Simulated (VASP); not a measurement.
# GaSb (I-4m2) in VASP: further runs

The runs below take GaSb through single point, with PBE.

Everything below comes from runs of VASP 6.6.1. Logs are shortened: lines on timing, memory, paths and dates and some standing lists are left out, and cuts for length are marked.

## (1) The cell of the first run

Symmetry: I-4m2, No. 119, tetragonal system. The conventional cell has a = 5.423 Å, b = 5.423 Å, c = 3.228 Å, α = 90.00°, β = 90.00°, γ = 90.00°. Within 3.7 Å of Ga (site symmetry -4m2) lie 8 Sb at 2.83 to 3.64 Å and 2 Ga at 3.23 Å. Sb (site symmetry -4m2) has 8 Ga at 2.83 to 3.64 Å and 2 Sb at 3.23 Å within 3.7 Å.

## (2) Single point, PBE (strained)

INCAR

```
PREC     = Accurate       # precision mode
ENCUT    = 520            # plane-wave cutoff, eV
EDIFF    = 1E-6           # SCF threshold, eV
ISMEAR   = 0              # smearing method
SIGMA    = 0.1            # smearing width, eV
LREAL    = F              # projectors in reciprocal space
LASPH    = T              # aspherical terms in the spheres
NELM     = 60             # most SCF steps
ALGO     = Normal         # electronic algorithm
ISIF     = 2              # what is computed and relaxed
LWAVE    = F              # write WAVECAR
LCHARG   = F              # write CHGCAR
GGA      = PE             # functional
NBANDS   = 16             # bands
```

KPOINTS

```
Automatic mesh
0
Gamma
  16 16 16
```

POSCAR

```
GaSb
1.0
   -2.7114992002      2.7114992002      1.6142017424
    2.7114992002     -2.7114992002      1.6142017424
    2.7114992002      2.7114992002     -1.6142017424
Ga Sb
1 1
Direct
    0.2500000000      0.7500000000      0.5000000000
    0.0000000000      0.0000000000      0.0000000000
```

Potentials or basis: VASP PAW PBE potentials, release 64 (Ga_d, Sb).

Launch:

```sh
> cat potpaw_PBE.64/Ga_d/POTCAR potpaw_PBE.64/Sb/POTCAR > POTCAR
> mpirun -np 1 vasp_std > vasp.out
```

OUTCAR:

```text
PREC = Accurate
   ENCUT = 520
   EDIFF = 1E-6
   ISMEAR = 0
   LREAL = F
   LASPH = T
   NELM = 60
   ISIF = 2
   GGA = PE

 ion  position               nearest neighbor table
   1  0.250  0.750  0.500-   2 2.83   2 2.83   2 2.83   2 2.83
   2  0.000  0.000  0.000-   1 2.83   1 2.83   1 2.83   1 2.83

  LATTYP: Found a body centered tetragonal cell.
 ALAT       =     5.4229984004
 C/A-ratio  =     0.5953170638

  Lattice vectors:

 A1 = (  -2.7114992002,   2.7114992002,   1.6142017424)
 A2 = (   2.7114992002,  -2.7114992002,   1.6142017424)
 A3 = (   2.7114992002,   2.7114992002,  -1.6142017424)

Analysis of symmetry for initial positions (statically):
=====================================================================
 Subroutine PRICEL returns:
 Original cell was already a primitive cell.

 Routine SETGRP: Setting up the symmetry group for a
 body centered tetragonal supercell.

 Subroutine GETGRP returns: Found  8 space group operations
 (whereof  8 operations were pure point group operations)
 out of a pool of 16 trial point group operations.

The static configuration has the point symmetry D_2d.

Analysis of symmetry for dynamics (positions and initial velocities):
=====================================================================
 Subroutine PRICEL returns:
 Original cell was already a primitive cell.

 Routine SETGRP: Setting up the symmetry group for a
 body centered tetragonal supercell.

 Subroutine GETGRP returns: Found  8 space group operations
 (whereof  8 operations were pure point group operations)
 out of a pool of 16 trial point group operations.

The dynamic configuration has the point symmetry D_2d.

 Subroutine INISYM returns: Found  8 space group operations
 (whereof  8 operations are pure point group operations),
 and found     1 'primitive' translations

----------------------------------------------------------------------------------------

                                     Primitive cell

  volume of cell :      47.4719

  direct lattice vectors                    reciprocal lattice vectors
    -2.711499200  2.711499200  1.614201742     0.000000000  0.184399833  0.309750626
     2.711499200 -2.711499200  1.614201742     0.184399833  0.000000000  0.309750626
     2.711499200  2.711499200 -1.614201742     0.184399833  0.184399833  0.000000000

  length of vectors
     4.160541202  4.160541202  4.160541202     0.360484048  0.360484048  0.260780745

  position of ions in fractional coordinates (direct lattice)
     0.250000000  0.750000000  0.500000000
     0.000000000  0.000000000  0.000000000

  ion indices of the primitive-cell ions
   primitive index   ion index
                 1           1
                 2           2

----------------------------------------------------------------------------------------

 KPOINTS: Automatic mesh

Automatic generation of k-mesh.
 Grid dimensions read from file:
 generate k-points for:   16   16   16

 Generating k-lattice:

  Cartesian coordinates                     Fractional coordinates (reciprocal lattice)
     0.000000000  0.011524990  0.019359414     0.062500000  0.000000000  0.000000000
     0.011524990  0.000000000  0.019359414     0.000000000  0.062500000  0.000000000
     0.011524990  0.011524990  0.000000000     0.000000000  0.000000000  0.062500000

  Length of vectors
     0.022530253  0.022530253  0.016298797

  Shift w.r.t. Gamma in fractional coordinates (k-lattice)
     0.000000000  0.000000000  0.000000000

 Subroutine IBZKPT returns following result:
 ===========================================

 Found    349 irreducible k-points:

 Following reciprocal coordinates:
            Coordinates               Weight
  0.000000  0.000000  0.000000      1.000000
  0.062500  0.000000  0.000000      8.000000
  0.125000  0.000000  0.000000      8.000000
  0.187500 -0.000000  0.000000      8.000000
  0.250000  0.000000  0.000000      8.000000
  0.312500  0.000000  0.000000      8.000000
[... 16 lines left out ...]
 -0.125000  0.062500  0.000000     16.000000
 -0.062500  0.062500  0.000000      4.000000
 [... further k-points ...]
   k-points           NKPTS =    349   k-points in BZ     NKDIM =    349   number of bands    NBANDS=     16
   number of dos      NEDOS =    301   number of ions     NIONS =      2
   total plane-waves  NPLWV =  32768
   dimension x,y,z NGX =    32 NGY =   32 NGZ =   32
   dimension x,y,z NGXF=    64 NGYF=   64 NGZF=   64
   ions per type =               1   1
   NGX,Y,Z   is equivalent  to a cutoff of  12.79, 12.79, 12.79 a.u.
   NGXF,Y,Z  is equivalent  to a cutoff of  25.57, 25.57, 25.57 a.u.
 SYSTEM =  unknown system
   PREC   = accura    normal or accurate (medium, high low for compatibility)
   ISTART =      0    job   : 0-new  1-cont  2-samecut
   ICHARG =      2    charge: 1-file 2-atom 10-const
   ISPIN  =      1    spin polarized calculation?
   LNONCOLLINEAR =      F non collinear calculations
   LSORBIT =      F    spin-orbit coupling
   LASPH  =      T    aspherical Exc in radial PAW
   ENCUT  =  520.0 eV  38.22 Ry    6.18 a.u.   7.74  7.74  7.74*2*pi/ulx,y,z
   NELM   =     60;   NELMIN=  2; NELMDL= -5     # of ELM steps
   EDIFF  = 0.1E-05   stopping-criterion for ELM
   LREAL  =      F    real-space projection
   EDIFFG = 0.1E-04   stopping-criterion for IOM
   NSW    =      0    number of steps for IOM
   IBRION =     -1    ionic relax: 0-MD 1-quasi-New 2-CG
   NFREE  =      0    steps in history (QN), initial steepest desc. (CG)
   ISIF   =      2    stress and relaxation
   ISYM   =      2    0-nonsym 1-usesym 2-fastsym
   POTIM  = 0.5000    time-step for ionic-motion
   TEBEG  =    0.0;   TEEND  =   0.0 temperature during run
   PSTRESS=    0.0 pullay stress
   NELECT =      18.0000    total number of electrons
   NUPDOWN=      -1.0000    fix difference up-down
   EMIN   =  10.00;   EMAX   =-10.00  energy-range for DOS
   EFERMI =   0.00;   METHOD = LEGACY
   ISMEAR =     0;   SIGMA  =   0.10  broadening in eV -4-tet -1-fermi 0-gaus
   EFERMI_NEDOS =   21; number of points for ismear=-14 and -15
   IALGO  =     38    algorithm
   IMIX   =      4    mixing-type and parameters
     AMIX     =   0.40;   BMIX     =  1.00
     AMIX_MAG =   1.60;   BMIX_MAG =  1.00
  volume/ion in A,a.u.               =      23.74       160.18
  Fermi-wavevector in a.u.,A,eV,Ry     =   1.184914  2.239162 19.102860  1.404021
  Thomas-Fermi vector in A             =   2.321118
   LORBIT       =      0    0 simple, 1 ext, 2 COOP (PROOUT), +10 PAW based schemes
   GGA     = PE    functional components
   LHFCALC =     F    Hartree Fock is set to
   AEXX    =    0.0000 exact exchange contribution
   IVDW    =     0    specifies the selected vdW correction
   LEPSILON=     F    determine dielectric tensor
   LRPA    =     F    only Hartree local field effects (RPA)
 non-spin polarized calculation
 Gauss-broadening in eV      SIGMA  =   0.10
  energy-cutoff  :      520.00
  volume of cell :       47.47
 maximum number of plane-waves:      1298
   NGX = 15   NGY = 15   NGZ = 15

 number of electron      18.0000008 magnetization

 Free energy of the ion-electron system (eV)
  ---------------------------------------------------
  ext. energy  EPLUGINS =         0.00000000
  ---------------------------------------------------
  free energy    TOTEN  =        -6.97860028 eV

  energy without entropy =       -6.97480695  energy(sigma->0) =       -6.97670362

 E-fermi :   6.7568     XC(G=0): -10.3061

 val. band max:        6.7511174783   @ k =  -0.2500  -0.3125   0.0625
 cond. band min:       6.7691203035   @ k =  -0.1250   0.3125   0.1250
 fundamental gap:      0.0180028252
 Fermi energy:         6.7567829856

 k-point     1 :       0.0000    0.0000    0.0000
  band No.  band energies     occupation
      1      -8.2299      2.00000
      2      -8.1536      2.00000
      3      -8.1456      2.00000
      4      -8.1297      2.00000
      5      -8.1297      2.00000
      6      -5.3082      2.00000
[... 8 lines left out ...]
     15      16.3712      0.00000
     16      17.6564      0.00000

 k-point     2 :       0.0625    0.0000    0.0000
  band No.  band energies     occupation
      1      -8.2255      2.00000
      2      -8.1543      2.00000
      3      -8.1448      2.00000
      4      -8.1315      2.00000
      5      -8.1315      2.00000
      6      -5.2349      2.00000
[... 8 lines left out ...]
     15      16.5751      0.00000
     16      16.9131      0.00000

 k-point     3 :       0.1250    0.0000    0.0000
  band No.  band energies     occupation
      1      -8.2129      2.00000
      2      -8.1562      2.00000
      3      -8.1432      2.00000
      4      -8.1365      2.00000
      5      -8.1360      2.00000
      6      -5.0153      2.00000
[... 8 lines left out ...]
     15      15.6999      0.00000
     16      16.4976      0.00000

 k-point     4 :       0.1875   -0.0000    0.0000
  band No.  band energies     occupation
      1      -8.1946      2.00000
      2      -8.1594      2.00000
      3      -8.1471      2.00000
      4      -8.1435      2.00000
      5      -8.1364      2.00000
      6      -4.6521      2.00000
[... 8 lines left out ...]
     15      14.9536      0.00000
     16      16.5901      0.00000
[... 324 lines left out ...]
 k-point    22 :      -0.1875    0.0625   -0.0000
  band No.  band energies     occupation
      1      -8.2118      2.00000
      2      -8.1587      2.00000
      3      -8.1428      2.00000
      4      -8.1364      2.00000
      5      -8.1343      2.00000
      6      -4.9081      2.00000
[... 8 lines left out ...]
     15      15.7086      0.00000
     16      16.3409      0.00000

 k-point    23 :      -0.1250    0.0625    0.0000
  band No.  band energies     occupation
      1      -8.2246      2.00000
      2      -8.1560      2.00000
      3      -8.1440      2.00000
      4      -8.1316      2.00000
      5      -8.1305      2.00000
      6      -5.1630      2.00000
[... 8 lines left out ...]
     15      16.3266      0.00000
     16      16.7248      0.00000

 k-point    24 :      -0.0625    0.0625    0.0000
  band No.  band energies     occupation
      1      -8.2295      2.00000
      2      -8.1545      2.00000
      3      -8.1451      2.00000
      4      -8.1298      2.00000
      5      -8.1292      2.00000
      6      -5.2722      2.00000
[... 8 lines left out ...]
     15      16.2189      0.00000
     16      17.4239      0.00000

 [... further k-points ...]

------------------------ aborting loop because EDIFF is reached ----------------------------------------

  FORCE on cell =-STRESS in cart. coord.  units (eV):
  Direction    XX          YY          ZZ          XY          YZ          ZX
  --------------------------------------------------------------------------------------
  -------------------------------------------------------------------------------------
  Total        0.6228651      0.6228651     -0.0628069      0.0000000      0.0000000      0.0000000
  in kB       21.0216999     21.0216999     -2.1197319      0.0000000      0.0000000      0.0000000
  external PRESSURE =      13.3078893 kB  Pullay stress =       0.0000000 kB

 VOLUME and BASIS-vectors are now :
 -----------------------------------------------------------------------------
  energy-cutoff  :      520.00
  volume of cell :       47.47
      direct lattice vectors                 reciprocal lattice vectors
    -2.711499200  2.711499200  1.614201742     0.000000000  0.184399833  0.309750626
     2.711499200 -2.711499200  1.614201742     0.184399833  0.000000000  0.309750626
     2.711499200  2.711499200 -1.614201742     0.184399833  0.184399833  0.000000000

 POSITION                                       TOTAL-FORCE (eV/Angst)
 -----------------------------------------------------------------------------------
      2.71150      0.00000      0.80710         0.000000     -0.000000      0.000000
      0.00000      0.00000      0.00000        -0.000000      0.000000     -0.000000
 -----------------------------------------------------------------------------------
    total drift:                                0.000000     -0.000000     -0.000000

  FREE ENERGIE OF THE ION-ELECTRON SYSTEM (eV)
  ---------------------------------------------------
  free  energy   TOTEN  =        -6.9786002802 eV

  energy  without entropy=       -6.9748069508  energy(sigma->0) =       -6.97670362
```

Wall time 5.9 min (1 thread of AMD EPYC 7R13, shared host); peak memory 0.37 GiB.

Results:

| Quantity | Value |
| --- | --- |
| Free energy | -6.9786 eV |
| Pressure | 1.3 GPa |
| Band gap on the k mesh | zero (bands 9 and 10 overlap by 5.02 eV) |

Caveat: the cell differs from its parent crystal (strained); spin-orbit coupling is left out, which moves the levels of the heavy elements.

(Continued in part 2 of 2.)
